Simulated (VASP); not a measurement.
# Ca (P6/mmm) in VASP: single point with PBEsol

Aim: the single point of Ca with PBEsol.

Program: VASP 6.6.1. These are calculated values, not measurements. Logs are shortened: lines on timing, memory, paths and dates and some standing lists are left out, and cuts for length are marked.

**1. The cell of the first run**

It takes space group P6/mmm (No. 191, hexagonal). Conventional cell: a = 3.802 Å, b = 3.802 Å, c = 9.526 Å, α = 90.00°, β = 90.00°, γ = 120.00°. Within 5.0 Å of Ca (site symmetry 6/mmm) lie 6 Ca at 3.80 Å.

This isn't the form of Ca at room conditions, which is fcc.

**2. Single point, PBEsol**

INCAR reads:

```
SYSTEM = Ca
  PREC = Accurate
  ENCUT = 500
  EDIFF = 1E-6
  ISMEAR = -1
  SIGMA = 0.1
  LREAL = .False.
  LASPH = .True.
  NELM = 120
  ALGO = Normal
  ISIF = 2
  LWAVE = .False.
  LCHARG = .False.
  GGA = PS
  NBANDS = 11
  GGA_COMPAT = .False.
```

KPOINTS reads:

```
regular mesh
0
Gamma
  6 6 2
  0 0 0
```

POSCAR reads:

```
Ca
1.0
    3.8021790000      0.0000000000      0.0000000000
   -1.9010900000      3.2927840000      0.0000000000
    0.0000000000      0.0000000000      9.5255850000
Ca
1
Direct
    0.0000000000      0.0000000000      0.5000000000
```

Potentials or basis: VASP PAW PBE potentials, release 64 (Ca_sv).

Command:

```bash
$ cat potpaw_PBE.64/Ca_sv/POTCAR > POTCAR
$ mpirun -np 1 vasp_std > vasp.out
```

OUTCAR:

```text
SYSTEM = Ca
   PREC = Accurate
   ENCUT = 500
   EDIFF = 1E-6
   ISMEAR = -1
   LREAL = .False.
   LASPH = .True.
   NELM = 120
   ISIF = 2
   GGA = PS

 ion  position               nearest neighbor table
   1  0.000  0.000  0.500-

  LATTYP: Found a hexagonal cell.
 ALAT       =     3.8021790000
 C/A-ratio  =     2.5052963051

  Lattice vectors:

 A1 = (   3.8021790000,   0.0000000000,   0.0000000000)
 A2 = (  -1.9010900000,   3.2927840000,   0.0000000000)
 A3 = (   0.0000000000,   0.0000000000,   9.5255850000)

Analysis of symmetry for initial positions (statically):
=====================================================================
 Subroutine PRICEL returns:
 Original cell was already a primitive cell.

 Routine SETGRP: Setting up the symmetry group for a
 hexagonal supercell.

 Subroutine GETGRP returns: Found 24 space group operations
 (whereof 24 operations were pure point group operations)
 out of a pool of 24 trial point group operations.

The static configuration has the point symmetry D_6h.

Analysis of symmetry for dynamics (positions and initial velocities):
=====================================================================
 Subroutine PRICEL returns:
 Original cell was already a primitive cell.

 Routine SETGRP: Setting up the symmetry group for a
 hexagonal supercell.

 Subroutine GETGRP returns: Found 24 space group operations
 (whereof 24 operations were pure point group operations)
 out of a pool of 24 trial point group operations.

The dynamic configuration has the point symmetry D_6h.

 Subroutine INISYM returns: Found 24 space group operations
 (whereof 24 operations are pure point group operations),
 and found     1 'primitive' translations

----------------------------------------------------------------------------------------

                                     Primitive cell

  volume of cell :     119.2580

  direct lattice vectors                    reciprocal lattice vectors
     3.802179000  0.000000000  0.000000000     0.263007081  0.151847231  0.000000000
    -1.901090000  3.292784000  0.000000000     0.000000000  0.303694381  0.000000000
     0.000000000  0.000000000  9.525585000     0.000000000  0.000000000  0.104980429

  length of vectors
     3.802179000  3.802179593  9.525585000     0.303694429  0.303694381  0.104980429

  position of ions in fractional coordinates (direct lattice)
     0.000000000  0.000000000  0.500000000

  ion indices of the primitive-cell ions
   primitive index   ion index
                 1           1

----------------------------------------------------------------------------------------

 KPOINTS: regular mesh

Automatic generation of k-mesh.
 Grid dimensions read from file:
 generate k-points for:    6    6    2

 Generating k-lattice:

  Cartesian coordinates                     Fractional coordinates (reciprocal lattice)
     0.043834513  0.025307872  0.000000000     0.166666667  0.000000000  0.000000000
     0.000000000  0.050615730  0.000000000     0.000000000  0.166666667  0.000000000
     0.000000000  0.000000000  0.052490215     0.000000000  0.000000000  0.500000000

  Length of vectors
     0.050615738  0.050615730  0.052490215

  Shift w.r.t. Gamma in fractional coordinates (k-lattice)
     0.000000000  0.000000000  0.000000000

 Subroutine IBZKPT returns following result:
 ===========================================

 Found     14 irreducible k-points:

 Following reciprocal coordinates:
            Coordinates               Weight
  0.000000  0.000000  0.000000      1.000000
  0.166667  0.000000  0.000000      6.000000
  0.333333 -0.000000  0.000000      6.000000
  0.500000  0.000000  0.000000      3.000000
  0.166667  0.166667  0.000000      6.000000
  0.333333  0.166667  0.000000     12.000000
  0.333333  0.333333  0.000000      2.000000
  0.000000  0.000000  0.500000      1.000000
  0.166667  0.000000  0.500000      6.000000
  0.333333 -0.000000  0.500000      6.000000
  0.500000  0.000000  0.500000      3.000000
  0.166667  0.166667  0.500000      6.000000
  0.333333  0.166667  0.500000     12.000000
  0.333333  0.333333  0.500000      2.000000
   k-points           NKPTS =     14   k-points in BZ     NKDIM =     14   number of bands    NBANDS=     11
   number of dos      NEDOS =    301   number of ions     NIONS =      1
   total plane-waves  NPLWV =  54880
   dimension x,y,z NGX =    28 NGY =   28 NGZ =   70
   dimension x,y,z NGXF=    56 NGYF=   56 NGZF=  140
   ions per type =               1
   NGX,Y,Z   is equivalent  to a cutoff of  12.24, 12.24, 12.22 a.u.
   NGXF,Y,Z  is equivalent  to a cutoff of  24.49, 24.49, 24.43 a.u.
 SYSTEM =  Ca
   PREC   = accura    normal or accurate (medium, high low for compatibility)
   ISTART =      0    job   : 0-new  1-cont  2-samecut
   ICHARG =      2    charge: 1-file 2-atom 10-const
   ISPIN  =      1    spin polarized calculation?
   LNONCOLLINEAR =      F non collinear calculations
   LSORBIT =      F    spin-orbit coupling
   LASPH  =      T    aspherical Exc in radial PAW
   ENCUT  =  500.0 eV  36.75 Ry    6.06 a.u.   6.93  6.93 17.37*2*pi/ulx,y,z
   NELM   =    120;   NELMIN=  2; NELMDL= -5     # of ELM steps
   EDIFF  = 0.1E-05   stopping-criterion for ELM
   LREAL  =      F    real-space projection
   EDIFFG = 0.1E-04   stopping-criterion for IOM
   NSW    =      0    number of steps for IOM
   IBRION =     -1    ionic relax: 0-MD 1-quasi-New 2-CG
   NFREE  =      0    steps in history (QN), initial steepest desc. (CG)
   ISIF   =      2    stress and relaxation
   ISYM   =      2    0-nonsym 1-usesym 2-fastsym
   POTIM  = 0.5000    time-step for ionic-motion
   TEBEG  =    0.0;   TEEND  =   0.0 temperature during run
   PSTRESS=    0.0 pullay stress
   NELECT =      10.0000    total number of electrons
   NUPDOWN=      -1.0000    fix difference up-down
   EMIN   =  10.00;   EMAX   =-10.00  energy-range for DOS
   EFERMI =   0.00;   METHOD = LEGACY
   ISMEAR =    -1;   SIGMA  =   0.10  broadening in eV -4-tet -1-fermi 0-gaus
   EFERMI_NEDOS =   21; number of points for ismear=-14 and -15
   IALGO  =     38    algorithm
   IMIX   =      4    mixing-type and parameters
     AMIX     =   0.40;   BMIX     =  1.00
     AMIX_MAG =   1.60;   BMIX_MAG =  1.00
  volume/ion in A,a.u.               =     119.26       804.79
  Fermi-wavevector in a.u.,A,eV,Ry     =   0.716549  1.354081  6.985802  0.513442
  Thomas-Fermi vector in A             =   1.804998
   LORBIT       =      0    0 simple, 1 ext, 2 COOP (PROOUT), +10 PAW based schemes
   GGA     = PS    functional components
   LHFCALC =     F    Hartree Fock is set to
   AEXX    =    0.0000 exact exchange contribution
   IVDW    =     0    specifies the selected vdW correction
   LEPSILON=     F    determine dielectric tensor
   LRPA    =     F    only Hartree local field effects (RPA)
 non-spin polarized calculation
  energy-cutoff  :      500.00
  volume of cell :      119.26
 maximum number of plane-waves:      3052
 NGX is ok and might be reduce to    28
   NGX = 13   NGY = 13   NGZ = 35

 number of electron      10.0000000 magnetization

 Free energy of the ion-electron system (eV)
  ---------------------------------------------------
  ext. energy  EPLUGINS =         0.00000000
  ---------------------------------------------------
  free energy    TOTEN  =        -1.32293117 eV

  energy without entropy =       -1.28829351  energy(sigma->0) =       -1.30561234

 E-fermi :  -0.9449     XC(G=0):  -4.1153

 val. band max:       -1.0841867905   @ k =   0.0000   0.0000   0.5000
 cond. band min:      -0.9208788096   @ k =   0.0000   0.0000   0.0000
 fundamental gap:      0.1633079808
 Fermi energy:        -0.9449307531

 k-point     1 :       0.0000    0.0000    0.0000
  band No.  band energies     occupation
      1     -43.4305      2.00000
      2     -24.6147      2.00000
      3     -24.3446      2.00000
      4     -24.3446      2.00000
      5      -4.0258      2.00000
      6      -0.9209      0.88032
      7      -0.1879      0.00103
      8       1.1203      0.00000
      9       1.1203      0.00000
     10       1.9993      0.00000
     11       2.1115      0.00000

 k-point     2 :       0.1667    0.0000    0.0000
  band No.  band energies     occupation
      1     -43.4273      2.00000
      2     -24.6102      2.00000
      3     -24.3795      2.00000
      4     -24.3529      2.00000
      5      -3.5705      2.00000
      6      -0.7514      0.25231
      7       0.0990      0.00006
      8       0.7128      0.00000
      9       1.4460      0.00000
     10       2.0143      0.00000
     11       2.0283      0.00000

 k-point     3 :       0.3333   -0.0000    0.0000
  band No.  band energies     occupation
      1     -43.4208      2.00000
      2     -24.6011      2.00000
      3     -24.4482      2.00000
      4     -24.3694      2.00000
      5      -2.3633      2.00000
      6      -0.4065      0.00914
      7      -0.0339      0.00022
      8       0.7813      0.00000
      9       1.8298      0.00000
     10       2.1605      0.00000
     11       2.2682      0.00000

 k-point     4 :       0.5000    0.0000    0.0000
  band No.  band energies     occupation
      1     -43.4176      2.00000
      2     -24.5965      2.00000
      3     -24.4822      2.00000
      4     -24.3777      2.00000
      5      -1.3074      1.94807
      6      -0.4603      0.01559
      7      -0.2436      0.00180
      8       0.9552      0.00000
      9       1.7420      0.00000
     10       2.5170      0.00000
     11       2.8535      0.00000

 k-point     5 :       0.1667    0.1667    0.0000
  band No.  band energies     occupation
      1     -43.4224      2.00000
      2     -24.6034      2.00000
      3     -24.4246      2.00000
      4     -24.3719      2.00000
      5      -2.7236      2.00000
      6      -0.4759      0.01821
      7       0.1703      0.00003
      8       0.5725      0.00000
      9       1.7110      0.00000
     10       2.0613      0.00000
     11       2.2117      0.00000

 k-point     6 :       0.3333    0.1667    0.0000
  band No.  band energies     occupation
      1     -43.4176      2.00000
      2     -24.5965      2.00000
      3     -24.4647      2.00000
      4     -24.3955      2.00000
      5      -1.3729      1.97268
      6      -0.3503      0.00522
      7      -0.1271      0.00056
      8       1.0047      0.00000
      9       1.2605      0.00000
     10       2.8719      0.00000
     11       2.8858      0.00000

 k-point     7 :       0.3333    0.3333    0.0000
  band No.  band energies     occupation
      1     -43.4159      2.00000
      2     -24.5943      2.00000
      3     -24.4408      2.00000
      4     -24.4408      2.00000
      5      -0.5113      0.02584
      6      -0.5113      0.02584
      7       0.4569      0.00000
      8       0.4569      0.00000
      9       1.0000      0.00000
     10       2.9898      0.00000
     11       3.7335      0.00000

 k-point     8 :       0.0000    0.0000    0.5000
  band No.  band energies     occupation
      1     -43.4305      2.00000
      2     -24.6147      2.00000
      3     -24.3446      2.00000
      4     -24.3446      2.00000
      5      -4.0190      2.00000
      6      -1.0842      1.60200
      7       0.0091      0.00014
      8       1.1203      0.00000
      9       1.1203      0.00000
     10       2.1114      0.00000
     11       2.1114      0.00000

 k-point     9 :       0.1667    0.0000    0.5000
  band No.  band energies     occupation
      1     -43.4273      2.00000
      2     -24.6102      2.00000
      3     -24.3795      2.00000
      4     -24.3529      2.00000
      5      -3.5632      2.00000
      6      -0.8785      0.67970
      7       0.2594      0.00001
      8       0.7146      0.00000
      9       1.4460      0.00000
     10       1.7745      0.00000
     11       2.0143      0.00000

 k-point    10 :       0.3333   -0.0000    0.5000
  band No.  band energies     occupation
      1     -43.4208      2.00000
      2     -24.6011      2.00000
      3     -24.4482      2.00000
      4     -24.3694      2.00000
      5      -2.3558      2.00000
      6      -0.4520      0.01436
      7      -0.0279      0.00021
      8       0.8449      0.00000
      9       1.8297      0.00000
     10       1.8805      0.00000
     11       2.2682      0.00000

 k-point    11 :       0.5000    0.0000    0.5000
  band No.  band energies     occupation
      1     -43.4176      2.00000
      2     -24.5965      2.00000
      3     -24.4822      2.00000
      4     -24.3777      2.00000
      5      -1.3051      1.94689
      6      -0.4530      0.01450
      7      -0.2529      0.00197
      8       0.9798      0.00000
      9       1.7418      0.00000
     10       2.3495      0.00000
     11       2.8535      0.00000

 k-point    12 :       0.1667    0.1667    0.5000
  band No.  band energies     occupation
      1     -43.4224      2.00000
      2     -24.6033      2.00000
      3     -24.4246      2.00000
      4     -24.3719      2.00000
      5      -2.7157      2.00000
      6      -0.5451      0.03603
      7       0.1705      0.00003
      8       0.6691      0.00000
      9       1.7105      0.00000
     10       1.8890      0.00000
     11       2.0627      0.00000

 k-point    13 :       0.3333    0.1667    0.5000
  band No.  band energies     occupation
      1     -43.4176      2.00000
      2     -24.5965      2.00000
      3     -24.4647      2.00000
      4     -24.3955      2.00000
      5      -1.3671      1.97107
      6      -0.3480      0.00510
      7      -0.1430      0.00066
      8       1.0314      0.00000
      9       1.2539      0.00000
     10       2.6278      0.00000
     11       2.9008      0.00000

 k-point    14 :       0.3333    0.3333    0.5000
  band No.  band energies     occupation
      1     -43.4159      2.00000
      2     -24.5943      2.00000
      3     -24.4408      2.00000
      4     -24.4408      2.00000
      5      -0.5094      0.02536
      6      -0.5094      0.02536
      7       0.4514      0.00000
      8       0.4514      0.00000
      9       1.0161      0.00000
     10       3.0014      0.00000
     11       3.5331      0.00000

------------------------ aborting loop because EDIFF is reached ----------------------------------------

  FORCE on cell =-STRESS in cart. coord.  units (eV):
  Direction    XX          YY          ZZ          XY          YZ          ZX
  --------------------------------------------------------------------------------------
  -------------------------------------------------------------------------------------
  Total        0.1208748      0.1208748     -0.0290295     -0.0000000      0.0000000      0.0000000
  in kB        1.6238980      1.6238984     -0.3899981     -0.0000002      0.0000000      0.0000000
  external PRESSURE =       0.9525994 kB  Pullay stress =       0.0000000 kB

 VOLUME and BASIS-vectors are now :
 -----------------------------------------------------------------------------
  energy-cutoff  :      500.00
  volume of cell :      119.26
      direct lattice vectors                 reciprocal lattice vectors
     3.802179000  0.000000000  0.000000000     0.263007081  0.151847231  0.000000000
    -1.901090000  3.292784000  0.000000000     0.000000000  0.303694381  0.000000000
     0.000000000  0.000000000  9.525585000     0.000000000  0.000000000  0.104980429

 POSITION                                       TOTAL-FORCE (eV/Angst)
 -----------------------------------------------------------------------------------
      0.00000      0.00000      4.76279         0.000000      0.000000      0.000000
 -----------------------------------------------------------------------------------
    total drift:                               -0.000000      0.000000      0.000000

  FREE ENERGIE OF THE ION-ELECTRON SYSTEM (eV)
  ---------------------------------------------------
  free  energy   TOTEN  =        -1.3229311709 eV

  energy  without entropy=       -1.2882935098  energy(sigma->0) =       -1.30561234
```

Wall time 19 s (1 thread of AMD EPYC 9R45 (Zen 5), shared host); peak memory 0.19 GiB.

Results:

```
Free energy            : -1.3229 eV
Pressure               : 0.1 GPa
Band gap on the k mesh : zero (bands 5 and 6 overlap by 0.57 eV)
```

Stress tensor (GPa, compression positive):
```
 0.16  0.00  0.00
 0.00  0.16  0.00
 0.00  0.00 -0.04
```

Levels at points of the mesh, in eV from the Fermi level:
```csv
k point,band 3,band 4,band 5,band 6,band 7,band 8
"(0.00, 0.00, 0.00)",-23.40,-23.40,-3.08,0.02,0.76,2.07
"(0.50, 0.00, 0.00)",-23.54,-23.43,-0.36,0.48,0.70,1.90
"(0.00, 0.00, 0.50)",-23.40,-23.40,-3.07,-0.14,0.95,2.07
"(0.50, 0.00, 0.50)",-23.54,-23.43,-0.36,0.49,0.69,1.92
```

Caveat: the PAW data sets were made with another functional, which shifts forces and pressure a little.
